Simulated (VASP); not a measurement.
Here is a VASP 6.6.1 calculation.

POSCAR

```
SrCl2
1.0
    0.0000000000      3.4883500000      3.4883500000
    3.4883500000      0.0000000000      3.4883500000
    3.4883500000      3.4883500000      0.0000000000
Sr Cl
1 2
Direct
    0.0000000000      0.0000000000      0.0000000000
    0.7500000000      0.7500000000      0.7500000000
    0.2500000000      0.2500000000      0.2500000000
```

Contents of INCAR.step1:

```
ALGO = Normal
EDIFF = 1E-5
ENCUT = 520
GGA = PE
ISIF = 2
ISMEAR = -1
LASPH = T
LREAL = F
LWAVE = T
NBANDS = 19
NELM = 80
PREC = Accurate
SIGMA = 0.05
```

Contents of INCAR.step2:

```
AEXX = 0.25
ALGO = Normal
EDIFF = 1E-7
ENCUT = 520
GGA = PE
ISIF = 2
ISMEAR = -1
ISTART = 1
LASPH = T
LCHARG = T
LELF = T
LHFCALC = T
LREAL = F
LVHAR = T
LWAVE = F
NBANDS = 19
NELM = 80
PREC = Accurate
PRECFOCK = Normal
SIGMA = 0.05
```

The input KPOINTS:

```
k-points
0
Gamma
  4 4 4
```

Potentials or basis: VASP PAW PBE potentials, release 64 (Sr_sv, Cl).

The run is started by

```bash
$ cat potpaw_PBE.64/Sr_sv/POTCAR potpaw_PBE.64/Cl/POTCAR > POTCAR
$ cp INCAR.step1 INCAR
$ mpirun -np 1 vasp_std > vasp.out
$ cp INCAR.step2 INCAR
$ mpirun -np 1 vasp_std > vasp.out
```

(1) What does it give for the band gap on the k mesh?

(2) Predict the pressure.

Answers

(1) 7.35 eV (least direct gap 7.57 eV).

(2) 0.4 GPa.

Caveat: the PAW data sets were made with another functional, which shifts forces and pressure a little.
